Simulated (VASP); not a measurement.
Wanted: the native input for a VASP 6.6.1 run.

```yaml
Task: single point
Functional: PBEsol
Dispersion: D3(BJ)
Potentials_or_basis: VASP PAW PBE potentials, release 64 (W_sv, S)
Cutoff: 520 eV
k_mesh: 12 × 12 × 4
Occupations: gaussian, width 0.05 eV
Spin: no spin polarisation
Dipole_correction: no
Further_INCAR_settings: ALGO = Normal; EDIFF = 1e-06; NBANDS = 35
```

The structure of WS2 lies in POSCAR:

```
WS2
1.0
    3.2881155250      0.0000000000      0.0000000000
   -1.6440577625      2.8475915753      0.0000000000
    0.0000000000      0.0000000000     10.5634383979
W S
2 4
Direct
    0.3333333333      0.6666666667      0.2500000000
    0.6666666667      0.3333333333      0.7500000000
    0.3333333333      0.6666666667      0.6164531912
    0.6666666667      0.3333333333      0.1164531912
    0.3333333333      0.6666666667      0.8835468088
    0.6666666667      0.3333333333      0.3835468088
```

This cell differs from its parent crystal: ratio of the length along z to the lengths across it x 0.85, volume and fractional coordinates fixed.

The input as run:

INCAR

```
  PREC = Accurate
  ENCUT = 520
  EDIFF = 1E-6
  ISMEAR = 0
  SIGMA = 0.05
  LREAL = F
  LASPH = T
  NELM = 100
  ALGO = Normal
  ISIF = 2
  LWAVE = F
  LCHARG = F
  GGA = PS
  IVDW = 12
  NBANDS = 35
```

KPOINTS

```
regular mesh
0
Gamma
  12 12 4
```

Potentials or basis: VASP PAW PBE potentials, release 64 (W_sv, S).

Launch:

```sh
$ cat potpaw_PBE.64/W_sv/POTCAR potpaw_PBE.64/S/POTCAR > POTCAR
$ mpirun -np 1 vasp_std > vasp.out
```

It gave:

```json
{
  "Pressure": "3.5 GPa",
  "Largest force": "1.745 eV/Å",
  "Band gap on the k mesh": "zero (bands 26 and 27 overlap by 0.52 eV)",
  "Dispersion energy per atom": "-0.418 eV"
}
```

Caveat: the cell stands under pressure; the PAW data sets were made with another functional, which shifts forces and pressure a little; spin-orbit coupling is left out, which moves the levels of the heavy elements.

It took 2.7 min on 1 thread of Intel(R) Xeon(R) Platinum 8259CL CPU @ 2.50GHz (Skylake/Cascade Lake), on a shared host, peak memory 0.31 GiB.
